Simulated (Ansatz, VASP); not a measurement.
One calculation of MnSb, two programs

Contents of INCAR:

```
  ALGO = Normal
  EDIFF = 1E-6
  ENCUT = 520
  GGA = CA
  ISIF = 2
  ISMEAR = -1
  ISPIN = 2
  LASPH = T
  LCHARG = F
  LMAXMIX = 4
  LORBIT = 11
  LREAL = F
  LWAVE = F
  MAGMOM = 0 0 4 4
  NBANDS = 30
  NELM = 150
  PREC = Accurate
  SIGMA = 0.05
```

Contents of KPOINTS:

```
k-points
0
Gamma
  7 7 5
```

File POSCAR:

```
MnSb
1.0
    4.1500000000      0.0000000000      0.0000000000
   -2.0750000000      3.5940054257      0.0000000000
    0.0000000000      0.0000000000      5.7800000000
Sb Mn
2 2
Direct
    0.6666666667      0.3333333333      0.7500000000
    0.3333333333      0.6666666667      0.2500000000
    0.0000000000      0.0000000000      0.5000000000
    0.0000000000      0.0000000000      0.0000000000
```

input.yaml

```yaml
crystal:
  lattice:
    - [4.15, 0.0, 0.0]
    - [-2.075, 3.5940054257, 0.0]
    - [0.0, 0.0, 5.78]
  atoms:
    - { symbol: Sb, position: [0.6666666667, 0.3333333333, 0.75] }
    - { symbol: Sb, position: [0.3333333333, 0.6666666667, 0.25] }
    - { symbol: Mn, position: [0.0, 0.0, 0.5], spin: 4.0 }
    - { symbol: Mn, position: [0.0, 0.0, 0.0], spin: 4.0 }
hamiltonian:
  xc: lda
  pseudopotentials: { kind: paw }
magnetization:
  spin_polarized: true
kpoints:
  mp_grid: { grid: [7, 7, 5] }
  band_path:
    path:
      - [[0.0, 0.0, 0.0], [0.5, 0.0, 0.0], [0.3333333333, 0.3333333333, 0.0], [0.0, 0.0, 0.0], [0.0, 0.0, 0.5], [0.5, 0.0, 0.5], [0.3333333333, 0.3333333333, 0.5], [0.0, 0.0, 0.5]]
      - [[0.5, 0.0, 0.5], [0.5, 0.0, 0.0]]
      - [[0.3333333333, 0.3333333333, 0.0], [0.3333333333, 0.3333333333, 0.5]]
    npoints: 14
scf:
  occupations: { method: fermi_dirac, width: 0.05 }
  n_extra_bands: 10
output:
  forces: true
  stress: true
  eigenvalues: true
  fatbands: true
```

Alike in both runs: functional LDA; k mesh 7 × 7 × 5; occupations fermi-dirac, width 0.05 eV; collinear spin.

|  | VASP | Ansatz |
| --- | --- | --- |
| version | VASP 6.6.1 | Ansatz 0.2.0 |
| potentials or method | VASP PAW LDA potentials, release 64 (Sb, Mn_pv) | Ansatz PAW |
| plane-wave cutoff (eV) | 520 | 420 |
| valence electrons in the cell | 36 | 60 |
| task | single point | band structure |

|  | VASP | Ansatz | Ansatz less VASP |
| --- | --- | --- | --- |
| gap on the k mesh at the Fermi level (eV) | none | none | - |
| pressure (GPa) | -11.2 | -10.6 | +0.58 |
| traceless stress, the component that is largest in VASP (GPa) | -0.82 | -0.79 | +0.023 |
| net moment per atom (μB) | 1.59 | 1.63 | +0.035 |
| size of the moment on the site where the two differ most (μB) | 3.19 | 3.30 | +0.110 |

LDA's correlation is that of Perdew and Zunger in VASP and of Perdew and Wang (1992) in Ansatz. Site moments also hang on the region over which each program counts them. A gap of «none» marks a metal or a gap that the smearing closes. VASP's potentials hold 36 valence electrons a cell and Ansatz's 60, so a difference there can come from the potentials and not from the codes.

Neither program's run includes spin-orbit coupling.
